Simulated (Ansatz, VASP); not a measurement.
# One calculation of In, two programs

```
CELL_PARAMETERS angstrom
-1.64266 1.64266 2.42447
1.64266 -1.64266 2.42447
1.64266 1.64266 -2.42447
ATOMIC_POSITIONS crystal
In 0.00000 0.00000 0.00000
```

Change from the starting cell: z stretched by -2 % at fixed volume.

Alike in both runs: task single point; functional PBE; k mesh 14 × 14 × 14; occupations fermi-dirac, width 0.05 eV; no spin polarisation.

```csv
,VASP,Ansatz
version,VASP 6.6.1,Ansatz 0.2.0
potentials or method,"VASP PAW PBE potentials, release 64 (In_d), cutoff 520 eV","all-electron LAPW, scalar-relativistic"
```

```csv
,VASP,Ansatz,Ansatz less VASP
pressure (GPa),1.9,1.9,+0.05
"traceless stress, the component that is largest in VASP (GPa)",0.46,0.46,+0.002
```

Ansatz ran all-electron here, and VASP with PAW potentials.
